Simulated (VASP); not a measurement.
# Si20H10S in VASP: further runs

Si20H10S is run at these levels: PBE+D3(BJ); tasks: single point.

Program: VASP 6.6.1. These are calculated values, not measurements. Logs are shortened: lines on timing, memory, paths and dates and some standing lists are left out, and cuts for length are marked.

### Step 1. The cell of the first run

The cell holds a slab with vacuum, 31 atoms: a = 7.679 Å, b = 7.679 Å, c = 18.256 Å, α = 90.00°, β = 90.00°, γ = 90.00°.

### Step 2. Single point, PBE+D3(BJ)

Contents of INCAR:

```
SYSTEM = Si20H10S
  ALGO = Normal
  EDIFF = 1E-6
  ENCUT = 400
  GGA = PE
  GGA_COMPAT = .FALSE.
  ISIF = 2
  ISMEAR = 0
  IVDW = 12
  LASPH = .TRUE.
  LCHARG = .FALSE.
  LREAL = Auto
  LWAVE = .FALSE.
  NBANDS = 69
  NELM = 120
  NELMDL = -8
  PREC = Accurate
  SIGMA = 0.02
```

Contents of KPOINTS:

```
k-points
0
G
  2 2 1
  0 0 0
```

Contents of POSCAR:

```
Si20H10S
1.0
    7.6791800000      0.0000000000      0.0000000000
    0.0000000000      7.6791800000      0.0000000000
    0.0000000000      0.0000000000     18.2555000000
H Si S
10 20 1
Direct
    0.4093920184      0.0000000000      0.0547780121
    0.0906079816      0.0000000000      0.0547780121
    0.9093920184      0.0000000000      0.0547780121
    0.5906079816      0.0000000000      0.0547780121
    0.4093920184      0.5000000000      0.0547780121
    0.0906079816      0.5000000000      0.0547780121
    0.9093920184      0.5000000000      0.0547780121
    0.5906079816      0.5000000000      0.0547780121
    0.3237121672      1.4013411588      0.4635038208
    0.4191192289      0.9779759037      0.5039366766
    0.2500000000      0.0000000000      0.1021883816
    0.7500000000      0.0000000000      0.1021883816
    0.2500000000      0.5000000000      0.1021883816
    0.7500000000      0.5000000000      0.1021883816
    0.2506248063      0.2502922187      0.1721659226
    0.7546023143      0.2493814444      0.1724288571
    0.2506263690      0.7494858826      0.1792568815
    0.7531563266      0.7471228699      0.1779703651
    0.0031683070      0.2445031891      0.2456280025
    0.5031274173      0.2394133228      0.2412333817
    0.0001709818      0.7456247933      0.2564375120
    0.5045680659      0.7470845846      0.2534743502
   -0.0110866004      0.0057674127      0.3249808003
    0.5134639376      0.0050509299      0.3227135932
    0.0114796111      0.4860412179      0.3294300348
    0.5014543219      0.4825607682      0.3196586234
    0.2525423287      0.0656972489      0.3833510449
    0.7486964754      0.0644139088      0.4042809016
    0.2651388560      0.3771476902      0.3865872203
    0.7524209616      0.3557752260      0.3672362850
    0.2454670941      0.9565547363      0.4925307442
```

Potentials or basis: VASP PAW PBE potentials, release 64 (H, Si, S).

Started as:

```bash
cat potpaw_PBE.64/H/POTCAR potpaw_PBE.64/Si/POTCAR potpaw_PBE.64/S/POTCAR > POTCAR
mpirun -np 1 vasp_std > vasp.out
```

OUTCAR:

```text
SYSTEM = Si20H10S
   EDIFF = 1E-6
   ENCUT = 400
   GGA = PE
   ISIF = 2
   ISMEAR = 0
   IVDW = 12
   LASPH = .TRUE.
   LREAL = Auto
   NELM = 120
   NELMDL = -8
   PREC = Accurate
 IVDW          = 12

 ion  position               nearest neighbor table
   1  0.409  0.000  0.055-  11 1.50
   2  0.091  0.000  0.055-  11 1.50
   3  0.909  0.000  0.055-  12 1.50
   4  0.591  0.000  0.055-  12 1.50
   5  0.409  0.500  0.055-  13 1.50
   6  0.091  0.500  0.055-  13 1.50
   7  0.909  0.500  0.055-  14 1.50
   8  0.591  0.500  0.055-  14 1.50
   9  0.324  0.401  0.464-  29 1.49
  10  0.419  0.978  0.504-  31 1.36
  11  0.250  0.000  0.102-   1 1.50   2 1.50  15 2.31  17 2.38
  12  0.750  0.000  0.102-   3 1.50   4 1.50  16 2.30  18 2.38
  13  0.250  0.500  0.102-   5 1.50   6 1.50  15 2.30  17 2.38
  14  0.750  0.500  0.102-   7 1.50   8 1.50  16 2.31  18 2.35
  15  0.251  0.250  0.172-  13 2.30  11 2.31  20 2.31  19 2.33
  16  0.755  0.249  0.172-  20 2.30  12 2.30  14 2.31  19 2.33
  17  0.251  0.749  0.179-  22 2.37  13 2.38  11 2.38  21 2.38
  18  0.753  0.747  0.178-  14 2.35  22 2.35  21 2.38  12 2.38
  19  0.003  0.245  0.246-  15 2.33  16 2.33  23 2.34  25 2.41  30 3.06
  20  0.503  0.239  0.241-  16 2.30  15 2.31  24 2.34  26 2.35  30 3.12
  21  0.000  0.746  0.256-  23 2.36  18 2.38  17 2.38  25 2.40
  22  0.505  0.747  0.253-  24 2.35  18 2.35  26 2.36  17 2.37
  23  0.989  0.006  0.325-  27 2.33  19 2.34  21 2.36  28 2.39
  24  0.513  0.005  0.323-  27 2.34  20 2.34  22 2.35  28 2.38
  25  0.011  0.486  0.329-  30 2.33  29 2.36  21 2.40  19 2.41
  26  0.501  0.483  0.320-  30 2.33  29 2.33  20 2.35  22 2.36
  27  0.253  0.066  0.383-  31 2.16  23 2.33  24 2.34  29 2.39
  28  0.749  0.064  0.404-  30 2.34  24 2.38  23 2.39
  29  0.265  0.377  0.387-   9 1.49  26 2.33  25 2.36  27 2.39
  30  0.752  0.356  0.367-  26 2.33  25 2.33  28 2.34  19 3.06  20 3.12
  31  0.245  0.957  0.493-  10 1.36  27 2.16

  LATTYP: Found a simple tetragonal cell.
 ALAT       =     7.6791800000
 C/A-ratio  =     2.3772720525

  Lattice vectors:

 A1 = (   7.6791800000,   0.0000000000,   0.0000000000)
 A2 = (   0.0000000000,   7.6791800000,   0.0000000000)
 A3 = (   0.0000000000,   0.0000000000,  18.2555000000)

Analysis of symmetry for initial positions (statically):
=====================================================================
 Subroutine PRICEL returns:
 Original cell was already a primitive cell.

 Routine SETGRP: Setting up the symmetry group for a
 simple tetragonal supercell.

 Subroutine GETGRP returns: Found  1 space group operations
 (whereof  1 operations were pure point group operations)
 out of a pool of 16 trial point group operations.

The static configuration has the point symmetry C_1 .

Analysis of symmetry for dynamics (positions and initial velocities):
=====================================================================
 Subroutine PRICEL returns:
 Original cell was already a primitive cell.

 Routine SETGRP: Setting up the symmetry group for a
 simple tetragonal supercell.

 Subroutine GETGRP returns: Found  1 space group operations
 (whereof  1 operations were pure point group operations)
 out of a pool of 16 trial point group operations.

The dynamic configuration has the point symmetry C_1 .

 Subroutine INISYM returns: Found  1 space group operations
 (whereof  1 operations are pure point group operations),
 and found     1 'primitive' translations

----------------------------------------------------------------------------------------

                                     Primitive cell

  volume of cell :    1076.5233

  direct lattice vectors                    reciprocal lattice vectors
     7.679180000  0.000000000  0.000000000     0.130222237  0.000000000  0.000000000
     0.000000000  7.679180000  0.000000000     0.000000000  0.130222237  0.000000000
     0.000000000  0.000000000 18.255500000     0.000000000  0.000000000  0.054778012

  length of vectors
     7.679180000  7.679180000 18.255500000     0.130222237  0.130222237  0.054778012

  position of ions in fractional coordinates (direct lattice)
     0.409392018  0.000000000  0.054778012
     0.090607982  0.000000000  0.054778012
     0.909392018  0.000000000  0.054778012
     0.590607982  0.000000000  0.054778012
     0.409392018  0.500000000  0.054778012
     0.090607982  0.500000000  0.054778012
[... 23 lines left out ...]
     0.752420962  0.355775226  0.367236285
     0.245467094  0.956554736  0.492530744

  ion indices of the primitive-cell ions
   primitive index   ion index
                 1           1
                 2           2
                 3           3
                 4           4
                 5           5
                 6           6
[... 23 lines left out ...]
                30          30
                31          31

----------------------------------------------------------------------------------------

 KPOINTS: k-points

Automatic generation of k-mesh.
 Grid dimensions read from file:
 generate k-points for:    2    2    1

 Generating k-lattice:

  Cartesian coordinates                     Fractional coordinates (reciprocal lattice)
     0.065111119  0.000000000  0.000000000     0.500000000  0.000000000  0.000000000
     0.000000000  0.065111119  0.000000000     0.000000000  0.500000000  0.000000000
     0.000000000  0.000000000  0.054778012     0.000000000  0.000000000  1.000000000

  Length of vectors
     0.065111119  0.065111119  0.054778012

  Shift w.r.t. Gamma in fractional coordinates (k-lattice)
     0.000000000  0.000000000  0.000000000

 Subroutine IBZKPT returns following result:
 ===========================================

 Found      4 irreducible k-points:

 Following reciprocal coordinates:
            Coordinates               Weight
  0.000000  0.000000  0.000000      1.000000
  0.500000  0.000000  0.000000      1.000000
  0.000000  0.500000  0.000000      1.000000
  0.500000  0.500000  0.000000      1.000000
   k-points           NKPTS =      4   k-points in BZ     NKDIM =      4   number of bands    NBANDS=     69
   number of dos      NEDOS =    301   number of ions     NIONS =     31
   total plane-waves  NPLWV = 300000
   dimension x,y,z NGX =    50 NGY =   50 NGZ =  120
   dimension x,y,z NGXF=   100 NGYF=  100 NGZF=  240
   ions per type =              10  20   1
   NGX,Y,Z   is equivalent  to a cutoff of  10.82, 10.82, 10.93 a.u.
   NGXF,Y,Z  is equivalent  to a cutoff of  21.65, 21.65, 21.86 a.u.
 SYSTEM =  Si20H10S
   PREC   = accura    normal or accurate (medium, high low for compatibility)
   ISTART =      0    job   : 0-new  1-cont  2-samecut
   ICHARG =      2    charge: 1-file 2-atom 10-const
   ISPIN  =      1    spin polarized calculation?
   LNONCOLLINEAR =      F non collinear calculations
   LSORBIT =      F    spin-orbit coupling
   LASPH  =      T    aspherical Exc in radial PAW
   ENCUT  =  400.0 eV  29.40 Ry    5.42 a.u.  12.52 12.52 29.77*2*pi/ulx,y,z
   NELM   =    120;   NELMIN=  2; NELMDL= -8     # of ELM steps
   EDIFF  = 0.1E-05   stopping-criterion for ELM
   LREAL  =      T    real-space projection
   EDIFFG = 0.1E-04   stopping-criterion for IOM
   NSW    =      0    number of steps for IOM
   IBRION =     -1    ionic relax: 0-MD 1-quasi-New 2-CG
   NFREE  =      0    steps in history (QN), initial steepest desc. (CG)
   ISIF   =      2    stress and relaxation
   ISYM   =      2    0-nonsym 1-usesym 2-fastsym
   POTIM  = 0.5000    time-step for ionic-motion
   TEBEG  =    0.0;   TEEND  =   0.0 temperature during run
   PSTRESS=    0.0 pullay stress
   NELECT =      96.0000    total number of electrons
   NUPDOWN=      -1.0000    fix difference up-down
   EMIN   =  10.00;   EMAX   =-10.00  energy-range for DOS
   EFERMI =   0.00;   METHOD = LEGACY
   ISMEAR =     0;   SIGMA  =   0.02  broadening in eV -4-tet -1-fermi 0-gaus
   EFERMI_NEDOS =   21; number of points for ismear=-14 and -15
   IALGO  =     38    algorithm
   IMIX   =      4    mixing-type and parameters
     AMIX     =   0.40;   BMIX     =  1.00
     AMIX_MAG =   1.60;   BMIX_MAG =  1.00
  volume/ion in A,a.u.               =      34.73       234.35
  Fermi-wavevector in a.u.,A,eV,Ry     =   0.731404  1.382153  7.278465  0.534952
  Thomas-Fermi vector in A             =   1.823613
   LORBIT       =      0    0 simple, 1 ext, 2 COOP (PROOUT), +10 PAW based schemes
   GGA     = PE    functional components
   LHFCALC =     F    Hartree Fock is set to
   AEXX    =    0.0000 exact exchange contribution
   IVDW    =    12    specifies the selected vdW correction
   LEPSILON=     F    determine dielectric tensor
   LRPA    =     F    only Hartree local field effects (RPA)
 non-spin polarized calculation
 Gauss-broadening in eV      SIGMA  =   0.02
  energy-cutoff  :      400.00
  volume of cell :     1076.52
 maximum number of plane-waves:     19595
   NGX = 25   NGY = 25   NGZ = 59

 number of electron      95.9999973 magnetization

 Free energy of the ion-electron system (eV)
  ---------------------------------------------------
  ext. energy  EPLUGINS =         0.00000000
  ---------------------------------------------------
  free energy    TOTEN  =      -141.37982197 eV

  energy without entropy =     -141.37982197  energy(sigma->0) =     -141.37982197

 E-fermi :  -0.7771     XC(G=0):  -4.7857

 val. band max:       -0.8754474739   @ k =   0.5000   0.5000   0.0000
 cond. band min:      -0.0969939063   @ k =   0.0000   0.0000   0.0000
 fundamental gap:      0.7784535676
 Fermi energy:        -0.7770752587

 k-point     1 :       0.0000    0.0000    0.0000
  band No.  band energies     occupation
      1     -14.0383      2.00000
      2     -12.1751      2.00000
      3     -11.0213      2.00000
      4     -10.3378      2.00000
      5     -10.2505      2.00000
      6     -10.2334      2.00000
[... 52 lines left out ...]
     59       1.9812      0.00000
     60       2.2478      0.00000

 k-point     2 :       0.5000    0.0000    0.0000
  band No.  band energies     occupation
      1     -14.0355      2.00000
      2     -11.7001      2.00000
      3     -11.5922      2.00000
      4     -10.5819      2.00000
      5     -10.5437      2.00000
      6      -9.7478      2.00000
[... 52 lines left out ...]
     59       2.3496      0.00000
     60       2.3773      0.00000

 k-point     3 :       0.0000    0.5000    0.0000
  band No.  band energies     occupation
      1     -14.0368      2.00000
      2     -11.9007      2.00000
      3     -11.3262      2.00000
      4     -10.7098      2.00000
      5     -10.0682      2.00000
      6      -9.9630      2.00000
[... 52 lines left out ...]
     59       2.4189      0.00000
     60       2.5233      0.00000

 k-point     4 :       0.5000    0.5000    0.0000
  band No.  band energies     occupation
      1     -14.0344      2.00000
      2     -11.4243      2.00000
      3     -11.2899      2.00000
      4     -10.8383      2.00000
      5     -10.7945      2.00000
      6     -10.2464      2.00000
[... 52 lines left out ...]
     59       2.8833      0.00000
     60       3.0170      0.00000
 [bands above 60 left out]

------------------------ aborting loop because EDIFF is reached ----------------------------------------

 Edisp (eV)   -5.27278

 E8    (eV) :    -2.1768

  FORCE on cell =-STRESS in cart. coord.  units (eV):
  Direction    XX          YY          ZZ          XY          YZ          ZX
  --------------------------------------------------------------------------------------
  -------------------------------------------------------------------------------------
  Total      13.30540    -2.05628     1.23341    -0.09976     2.38084    -1.65767
  in kB      19.80228    -3.06034     1.83567    -0.14847     3.54338    -2.46709
  external pressure =        6.19 kB  Pullay stress =        0.00 kB

 VOLUME and BASIS-vectors are now :
 -----------------------------------------------------------------------------
  energy-cutoff  :      400.00
  volume of cell :     1076.52
      direct lattice vectors                 reciprocal lattice vectors
     7.679180000  0.000000000  0.000000000     0.130222237  0.000000000  0.000000000
     0.000000000  7.679180000  0.000000000     0.000000000  0.130222237  0.000000000
     0.000000000  0.000000000 18.255500000     0.000000000  0.000000000  0.054778012

 POSITION                                       TOTAL-FORCE (eV/Angst)
 -----------------------------------------------------------------------------------
      3.14379      0.00000      1.00000        -0.609392     -0.092246      0.009456
      0.69580      0.00000      1.00000         0.608273     -0.110555     -0.002489
      6.98338      0.00000      1.00000        -0.628992     -0.129985     -0.040679
      4.53539      0.00000      1.00000         0.590885     -0.083861      0.047642
      3.14379      3.83959      1.00000        -0.617208      0.095438      0.008754
      0.69580      3.83959      1.00000         0.611077      0.090934      0.013820
[... 23 lines left out ...]
      5.77798      2.73206      6.70408         0.030459      0.004653     -0.026252
      1.88499      7.34556      8.99140         0.059673      0.017038     -0.028568
 -----------------------------------------------------------------------------------
    total drift:                                0.003935      0.001032      0.002249

  FREE ENERGIE OF THE ION-ELECTRON SYSTEM (eV)
  ---------------------------------------------------
  free  energy   TOTEN  =      -146.6526066504 eV

  energy  without entropy=     -146.6526066504  energy(sigma->0) =     -146.65260665
```

Run time: 16 min. Hardware: 1 thread of Intel Xeon 8259CL, shared host; peak memory 0.7 GiB.

What came out:

| Quantity | Value |
| --- | --- |
| Free energy | -146.6526 eV |
| Largest force | 0.683 eV/Å |
| Band gap on the k mesh | 0.78 eV (least direct gap 0.93 eV) |
| Dispersion energy per atom | -0.170 eV |

Forces in eV/Å, atoms in the order of the input:
```
H   -0.609 -0.092  0.009
H    0.608 -0.111 -0.002
H   -0.629 -0.130 -0.041
H    0.591 -0.084  0.048
H   -0.617  0.095  0.009
H    0.611  0.091  0.014
H   -0.633  0.062 -0.030
H    0.615  0.043  0.022
H   -0.395  0.411  0.377
H   -0.023 -0.003 -0.011
Si  -0.081 -0.273 -0.016
Si   0.243 -0.309 -0.051
Si  -0.010  0.293 -0.066
Si   0.107  0.130 -0.162
Si   0.007  0.000 -0.005
Si   0.007  0.001 -0.006
Si   0.003 -0.002  0.002
Si   0.001 -0.007  0.001
Si   0.004 -0.003 -0.011
Si   0.015 -0.011 -0.016
Si   0.003 -0.010  0.006
Si   0.003 -0.017  0.002
Si   0.019  0.001 -0.009
Si  -0.005 -0.010 -0.014
Si   0.041 -0.020 -0.002
Si   0.008 -0.030 -0.012
Si   0.000 -0.024  0.016
Si   0.004  0.004 -0.033
Si   0.023 -0.018  0.036
Si   0.030  0.005 -0.026
S    0.060  0.017 -0.029
```

### Step 3. Single point, PBE+D3(BJ)

Contents of INCAR:

```
SYSTEM = Si20H10S
ALGO = Normal
EDIFF = 1E-6
ENCUT = 400
GGA = PE
GGA_COMPAT = .FALSE.
ISIF = 2
ISMEAR = 0
IVDW = 12
LASPH = .TRUE.
LCHARG = .TRUE.
LELF = .TRUE.
LREAL = Auto
LVHAR = .TRUE.
LWAVE = .FALSE.
NBANDS = 69
NELM = 120
NELMDL = -8
PREC = Accurate
SIGMA = 0.02
```

KPOINTS is that of step 2.

Contents of POSCAR:

```
Si20H10S
1.0
    7.6791800000      0.0000000000      0.0000000000
    0.0000000000      7.6791800000      0.0000000000
    0.0000000000      0.0000000000     18.2555000000
H Si S
10 20 1
Direct
    0.4093920184      0.0000000000      0.0547780121
    0.0906079816      0.0000000000      0.0547780121
    0.9093920184      0.0000000000      0.0547780121
    0.5906079816      0.0000000000      0.0547780121
    0.4093920184      0.5000000000      0.0547780121
    0.0906079816      0.5000000000      0.0547780121
    0.9093920184      0.5000000000      0.0547780121
    0.5906079816      0.5000000000      0.0547780121
    0.4659808730      1.2461174240      0.4014233519
    0.4305320360      0.9871365172      0.5010649393
    0.2500000000      0.0000000000      0.1021883816
    0.7500000000      0.0000000000      0.1021883816
    0.2500000000      0.5000000000      0.1021883816
    0.7500000000      0.5000000000      0.1021883816
    0.2475929722      0.2507236450      0.1733219030
    0.7522656065      0.2498714707      0.1735989154
    0.2489323079      0.7502440365      0.1789368136
    0.7518706424      0.7493014879      0.1775324697
    0.0006399121      0.2457712933      0.2475294021
    0.4988559976      0.2457602244      0.2438425132
   -0.0018498069      0.7521343425      0.2554889211
    0.5027067994      0.7553065562      0.2532237408
   -0.0159879050      0.0084933548      0.3270027115
    0.5139238825      0.0120180801      0.3246037085
   -0.0083928232      0.4934203912      0.3285244995
    0.4970611445      0.4955323355      0.3219728849
    0.2528272550      0.0752270425      0.3847209882
    0.7466078409      0.0631710677      0.4091252499
    0.2530938199      0.3885847187      0.3797313686
    0.7379715022      0.3587049659      0.3716782340
    0.2539242471      0.9754449043      0.4951289201
```

Potentials or basis: VASP PAW PBE potentials, release 64 (H, Si, S).

Started as:

```bash
cat potpaw_PBE.64/H/POTCAR potpaw_PBE.64/Si/POTCAR potpaw_PBE.64/S/POTCAR > POTCAR
mpirun -np 1 vasp_std > vasp.out
```

It took 16 min on 1 thread of Intel Xeon 8259CL, shared host; peak memory 0.71 GiB.

The run converged. Its results:

```
Free energy                : -144.4804 eV
Largest force              : 0.621 eV/Å
Band gap on the k mesh     : zero (bands 48 and 49 overlap by 0.32 eV)
Dispersion energy per atom : -0.174 eV
```

Forces in eV/Å, atoms in the order of the input:
```
H   -0.613 -0.073  0.028
H    0.611 -0.079 -0.009
H   -0.609 -0.088 -0.021
H    0.616 -0.077  0.009
H   -0.608  0.070  0.016
H    0.605  0.105  0.005
H   -0.616  0.067 -0.007
H    0.606  0.051  0.020
H    0.000 -0.001  0.003
H   -0.038 -0.002 -0.003
Si  -0.095 -0.179  0.051
Si   0.073 -0.144 -0.069
Si  -0.033  0.240  0.031
Si   0.064  0.109 -0.039
Si   0.001  0.000  0.003
Si  -0.001  0.002  0.001
Si   0.001  0.000  0.000
Si  -0.001 -0.001 -0.002
Si  -0.001 -0.001  0.000
Si   0.002  0.002  0.001
Si  -0.002  0.001  0.000
Si   0.001 -0.002  0.001
Si   0.003  0.003 -0.002
Si  -0.002  0.001 -0.001
Si  -0.001 -0.004 -0.003
Si   0.000 -0.007 -0.001
Si   0.001 -0.010  0.024
Si   0.000  0.000 -0.006
Si   0.001  0.001 -0.004
Si   0.000  0.004 -0.007
S    0.037  0.013 -0.021
```

Levels at points of the mesh, in eV from the Fermi level:
```csv
k point,band 46,band 47,band 48,band 49,band 50,band 51
"(0.00, 0.00, 0.00)",-1.04,-0.90,-0.73,-0.23,0.39,0.84
"(0.50, 0.00, 0.00)",-1.05,-0.85,0.08,0.23,0.55,1.34
"(0.00, 0.50, 0.00)",-0.93,-0.73,-0.64,-0.08,0.59,1.44
"(0.50, 0.50, 0.00)",-1.44,-0.71,0.09,0.29,0.78,1.56
```

Caveat: the k points lie up to 0.41 Å⁻¹ apart.

(Part 1 of 2 ends here.)
